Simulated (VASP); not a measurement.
Sn2H6Pt, 9 atoms in the cell. The structure is cubic, space group Fm-3m (No. 225). The conventional cell has a = 7.800 Å, b = 7.800 Å, c = 7.800 Å, α = 90.00°, β = 90.00°, γ = 90.00°. Sn (site symmetry -43m) has 12 H at 2.77 Å and 4 Pt at 3.38 Å within 3.7 Å. Within 2.3 Å of H (site symmetry 4mm) lie 1 Pt at 1.69 Å. Within 2.3 Å of Pt (site symmetry m-3m) lie 6 H at 1.69 Å. 

| Item | Value |
| --- | --- |
| Program | VASP 6.6.1 |
| Task | relaxation of cell and atoms |
| Functional | PBE |
| Potentials or basis | VASP PAW PBE potentials, release 64 (Sn_d, H, Pt) |
| Cutoff | 600 eV |
| k mesh | 8 × 8 × 8 |
| Occupations | gaussian, width 0.1 eV |
| Spin | no spin polarisation |
| Dipole correction | no |
| Further INCAR settings | ALGO = Normal; EDIFF = 1e-06; IBRION = 2; EDIFFG = -0.01; NSW = 100; ISIF = 3 |

Potentials or basis: VASP PAW PBE potentials, release 64 (Sn_d, H, Pt).

The run is started by

```sh
$ cat potpaw_PBE.64/Sn_d/POTCAR potpaw_PBE.64/H/POTCAR potpaw_PBE.64/Pt/POTCAR > POTCAR
$ mpirun -np 1 vasp_std > vasp.out
```

Hardware: 1 thread of Intel(R) Xeon(R) Platinum 8375C CPU @ 2.90GHz (Ice Lake), with other jobs on the host.

**Question.** Estimate the wall time of this run.

**Answer.** It took 4.8 min on 1 thread of Intel(R) Xeon(R) Platinum 8375C CPU @ 2.90GHz (Ice Lake), on a shared host, peak memory 0.41 GiB. Counts: scf iterations 36, k points 29, ion steps 5.
